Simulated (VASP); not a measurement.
The system is NiO.

```xyz
2
Lattice="0.0000 2.0913 2.0913 2.0913 0.0000 2.0913 2.0913 2.0913 0.0000" Properties=species:S:1:pos:R:3 pbc="T T T"
Ni    0.0000    0.0000    0.0000
O     2.0913    2.0913    2.0913
```

Base run:

```yaml
Program: VASP 6.6.1
Functional: PBE
Potentials_or_basis: VASP PAW PBE potentials, release 64 (Ni_sv_GW, O)
Cutoff: 700 eV
k_mesh: 11 × 11 × 11
Occupations: fermi-dirac, width 0.05 eV
Spin: collinear spin, ferromagnetic start
Starting_moments: "[1.0, 0.0] μB"
Hubbard_terms: Ni d U = 3.0 eV
```

Its results: band gap on the k mesh 1.01 eV (least direct gap 1.84 eV); pressure 8.2 GPa; net moment 2.00 μB per cell; site moments Ni +1.71; O +0.24 μB.

Q: The run is repeated on the same cell with these changes: hubbard terms from Ni d U = 3.0 eV to Ni d U = 6.0 eV. What comes out?

A: Band gap on the k mesh 2.32 eV (least direct gap 3.31 eV); pressure 9.7 GPa; net moment 2.00 μB per cell; site moments Ni +1.79; O +0.18 μB.

Caveats: the cell stands under pressure; an odd mesh through Γ misses points on the zone boundary, where band edges can lie; a cell with one magnetic atom can't hold antiferromagnetic order, which such compounds often take.
